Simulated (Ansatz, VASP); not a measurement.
**WSe3: VASP beside Ansatz**

```
W Se
1.0
     3.02565    0.00000    0.00000
     0.00000    3.02565    0.00000
     0.00000    0.00000   10.62434
W Se
1 3
Direct
  0.50000 0.50000 0.50000
  0.00000 0.00000 0.35155
  0.00000 0.00000 0.64845
  0.00000 0.00000 0.00000
```

Alike in both runs: functional PBE; k mesh 16 × 16 × 6; occupations gaussian, width 0.1 eV; no spin polarisation.

Ansatz relaxed the structure, and its values are those at the end. VASP's run is a single point on that final structure, the one shown.

|  | VASP | Ansatz |
| --- | --- | --- |
| version | VASP 6.6.1 | Ansatz 0.2.0 |
| potentials or method | VASP PAW PBE potentials, release 64 (W_sv, Se), cutoff 520 eV | scalar-relativistic, plane waves, PAW |
| valence electrons in the cell | 32 | 62 |

Ansatz gave:

```
gap on the k mesh at the Fermi level (eV) : none
pressure (GPa)                            : 0.0
rms of the force components (eV/Å)        : 0.001
```

**Question.** What did VASP give for the same quantities?

**Answer.** gap on the k mesh at the Fermi level (eV): none; pressure (GPa): 0.2; rms of the force components (eV/Å): 0.015.

A gap of «none» marks a metal or a gap that the smearing closes. With one functional, cell and mesh, what is left measures potentials, basis and numerics. VASP's potentials hold 32 valence electrons a cell and Ansatz's 62, so a difference there can come from the potentials and not from the codes.

Neither program's run includes spin-orbit coupling.
